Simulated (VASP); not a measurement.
The system is ZrOF2.

```
CELL_PARAMETERS angstrom
3.04541 0.00000 0.00000
0.00000 3.04541 0.00000
0.00000 0.00000 4.28937
ATOMIC_POSITIONS crystal
Zr 0.50000 0.50000 0.50000
O 0.00000 0.00000 0.00000
F 0.50000 0.00000 0.73826
F 0.00000 0.50000 0.26174
```

| Item | Value |
| --- | --- |
| Program | VASP 6.6.1 |
| Task | relaxation of cell and atoms |
| Functional | PBE |
| Potentials or basis | VASP PAW PBE potentials, release 64 (Zr_sv, O, F) |
| Cutoff | 600 eV |
| k mesh | 6 × 6 × 4 |
| Occupations | gaussian, width 0.1 eV |
| Spin | no spin polarisation |

At the start: pressure 100.4 GPa; volume 9.95 Å³/atom.

Task: Where does the relaxation end?

Result: Over 30 steps the energy falls by 1726.3 meV/atom and the volume is 14.46 Å³/atom (+45.4 %); space group P4/mmm (No. 123, to 0.05 Å).

Step by step:
| step | energy change (eV) | largest force (eV/Å) | pressure (GPa) | volume (Å³) |
| --- | --- | --- | --- | --- |
| 1 | 0.0000 | 0.3494 | 100.39 | 39.78 |
| 2 | -1.2395 | 3.1798 | -31.31 | 87.17 |
| 3 | -4.5503 | 3.0989 | -3.73 | 60.34 |
| 4 | -4.5587 | 3.0670 | -2.28 | 59.58 |
| 5 | -4.5602 | 3.0461 | -1.39 | 59.14 |
| 6 | -5.5248 | 2.4921 | -4.04 | 60.45 |
| 7 | -6.3410 | 1.1453 | -15.91 | 62.88 |
| 8 | -6.7863 | 0.5197 | -4.93 | 58.12 |
| 9 | -6.8399 | 0.2491 | 1.86 | 55.84 |
| 10 | -6.8399 | 0.2648 | 1.45 | 55.98 |
| 11 | -6.8512 | 0.2364 | 1.16 | 56.35 |
| 12 | -6.8742 | 0.1593 | 0.37 | 57.44 |
| 13 | -6.8758 | 0.0371 | -0.89 | 59.65 |
| 14 | -6.8822 | 0.0896 | -0.34 | 58.60 |
| 15 | -6.8837 | 0.0735 | 0.09 | 58.46 |
| 16 | -6.8854 | 0.0368 | 1.20 | 58.09 |
| 17 | -6.8858 | 0.0359 | 1.18 | 58.09 |
| 18 | -6.8868 | 0.0377 | 1.11 | 58.08 |
| 19 | -6.8887 | 0.0402 | 0.98 | 58.07 |
| 20 | -6.8922 | 0.0437 | 0.71 | 58.03 |
| 21 | -6.8971 | 0.0527 | 0.08 | 57.97 |
| 22 | -6.8971 | 0.0590 | -1.45 | 57.82 |
| 23 | -6.8990 | 0.0573 | -0.59 | 57.90 |
| 24 | -6.9003 | 0.0475 | -0.23 | 57.70 |
| 25 | -6.9013 | 0.0325 | 0.42 | 57.34 |
| 26 | -6.9021 | 0.0285 | 0.32 | 57.41 |
| 27 | -6.9038 | 0.0200 | -0.02 | 57.61 |
| 28 | -6.9043 | 0.0021 | -0.91 | 58.02 |
| 29 | -6.9046 | 0.0093 | -0.56 | 57.87 |
| 30 | -6.9052 | 0.0053 | -0.19 | 57.82 |

Final structure:
```
CELL_PARAMETERS angstrom
3.91706 0.00000 0.00000
0.00000 3.91706 0.00000
0.00000 0.00000 3.76869
ATOMIC_POSITIONS crystal
Zr 0.50000 0.50000 0.50000
O 0.00000 0.00000 0.00000
F 0.50000 0.00000 0.50414
F 0.00000 0.50000 0.49586
```

Caveat: the k points lie up to 0.42 Å⁻¹ apart in the final cell; the volume moved by over 15 % at a fixed basis, so the end points are rough.
